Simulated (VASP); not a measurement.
# HfN: single point with LDA

The system is HfN.

```
Hf N
1.0
     3.14432    0.00000    0.00000
    -1.57216    2.72306    0.00000
     0.00000    0.00000    5.43476
Hf N
2 2
Direct
  0.66667 0.33333 0.75000
  0.33333 0.66667 0.25000
  0.00000 0.00000 0.00000
  0.00000 0.00000 0.50000
```

* Program: VASP 6.6.1
* Task: single point
* Functional: LDA
* Potentials or basis: VASP PAW LDA potentials, release 64 (Hf_pv, N)
* Cutoff: 520 eV
* k mesh: 8 × 8 × 4
* Occupations: fermi-dirac, width 0.01 eV
* Spin: no spin polarisation
* Dipole correction: no
* Further INCAR settings: ALGO = Normal; EDIFF = 1e-06; NBANDS = 23

```yaml
Pressure: -12.2 GPa
Band_gap_on_the_k_mesh: zero (bands 15 and 16 overlap by 2.26 eV)
```

Stress tensor (GPa, compression positive):
```
-12.33   0.00   0.00
  0.00 -12.33   0.00
  0.00   0.00 -11.97
```

Levels at points of the mesh, in eV from the Fermi level:
```
           k point  band 12  band 13  band 14  band 15  band 16  band 17  band 18  band 19
(0.00, 0.00, 0.00)    -3.37    -3.37    -1.51    -0.47     0.84     0.84     1.31     1.94
(0.50, 0.00, 0.00)    -5.24    -3.03    -2.59    -2.21     2.59     2.90     4.52     4.70
(0.00, 0.00, 0.50)    -4.16    -4.16    -4.16     1.98     1.98     2.99     2.99     2.99
(0.50, 0.00, 0.50)    -5.23    -4.24    -4.24    -0.08    -0.08     4.82     4.82     4.86
```

Run time: 38 s on 1 thread of Intel Xeon 8259CL, with other jobs on the host, peak memory 0.16 GiB.

Caveat: the cell stands under tension; spin-orbit coupling is left out, which moves the levels of the heavy elements.
